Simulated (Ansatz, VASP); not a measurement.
Cu in VASP and in Ansatz

The input INCAR:

```
SYSTEM = Cu
ALGO = Normal
EDIFF = 1E-6
EDIFFG = -0.01
ENCUT = 600
GGA = PE
IBRION = 2
ISIF = 3
ISMEAR = -1
LASPH = .TRUE.
LCHARG = .FALSE.
LREAL = .FALSE.
LWAVE = .FALSE.
NELM = 80
NSW = 80
PREC = Accurate
SIGMA = 0.1
```

Contents of KPOINTS:

```
k-points
0
G
  11 11 11
  0 0 0
```

File POSCAR:

```
Cu
1.0
    0.0000000000      2.5168736955      2.5168736955
    2.5168736955      0.0000000000      2.5168736955
    2.5168736955      2.5168736955      0.0000000000
Cu
2
Direct
    0.1250000000      0.1250000000      0.1250000000
    0.8750000000      0.8750000000      0.8750000000
```

Input for Ansatz:

```yaml
crystal:
  lattice:
    - [0.0, 2.5168736955, 2.5168736955]
    - [2.5168736955, 0.0, 2.5168736955]
    - [2.5168736955, 2.5168736955, 0.0]
  atoms:
    - { symbol: Cu, position: [0.125, 0.125, 0.125] }
    - { symbol: Cu, position: [0.875, 0.875, 0.875] }
hamiltonian:
  xc: pbe
  pseudopotentials:
    kind: paw
    azcp:
      Cu: "pseudopotentials/Cu.paw.azcp"
basis:
  ecutwfc: 420
  fft_grid_basis: typed
kpoints:
  mp_grid: { grid: [11, 11, 11], shift: [0, 0, 0] }
magnetization:
  spin_polarized: false
scf:
  occupations: { method: fermi_dirac, width: 0.1 }
relax:
  max_steps: 60
  f_tol: 0.01
  cell: {}
```

Alike in both runs: task relaxation of cell and atoms; functional PBE; k mesh 11 × 11 × 11; occupations fermi-dirac, width 0.1 eV; no spin polarisation.

|  | VASP | Ansatz |
| --- | --- | --- |
| version | VASP 6.6.1 | Ansatz 0.2.0 |
| potentials or method | VASP PAW PBE potentials, release 64 (Cu), cutoff 600 eV | plane waves (420 eV) with PAW, scalar-relativistic |
| valence electrons in the cell | 22 | 38 |

|  | VASP | Ansatz | Ansatz less VASP |
| --- | --- | --- | --- |
| relaxed volume (Å³/atom) | 19.27 | 19.15 | -0.129 |
| relaxed cell length with the largest relative difference (Å) | 3.792 | 3.783 | -0.0085 |

VASP's potentials hold 22 valence electrons a cell and Ansatz's 38, so a difference there can come from the potentials and not from the codes.

Noted on VASP's run: the volume moved by over 15 % at a fixed basis, so the end points are rough.
